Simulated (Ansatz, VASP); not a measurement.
**Pb: VASP beside Ansatz**

```xyz
4
Lattice="4.9833 0.0000 0.0000 -2.4916 4.3156 0.0000 0.0000 0.0000 8.1796" Properties=species:S:1:pos:R:3 pbc="T T T"
Pb    2.4916    1.4385    0.5105
Pb    0.0000    2.8771    4.6003
Pb    2.4916    1.4385    3.5793
Pb    0.0000    2.8771    7.6691
```

Alike in both runs: functional PBE; k mesh 12 × 12 × 6; occupations gaussian, width 0.1 eV; no spin polarisation.

Ansatz relaxed the structure, and its values are those at the end. VASP's run is a single point on that final structure, the one shown.

```csv
,VASP,Ansatz
version,VASP 6.6.1,Ansatz 0.2.0
potentials or method,"VASP PAW PBE potentials, release 64 (Pb_d), cutoff 520 eV","scalar-relativistic, plane waves, PAW"
valence electrons in the cell,56,56
```

|  | VASP | Ansatz | Ansatz less VASP |
| --- | --- | --- | --- |
| gap on the k mesh at the Fermi level (eV) | none | none | - |
| pressure (GPa) | 0.0 | 0.0 | +0.04 |
| rms of the force components (eV/Å) | 0.003 | 0.003 | +0.0003 |

A gap of «none» marks a metal or a gap that the smearing closes.

Neither program's run includes spin-orbit coupling.
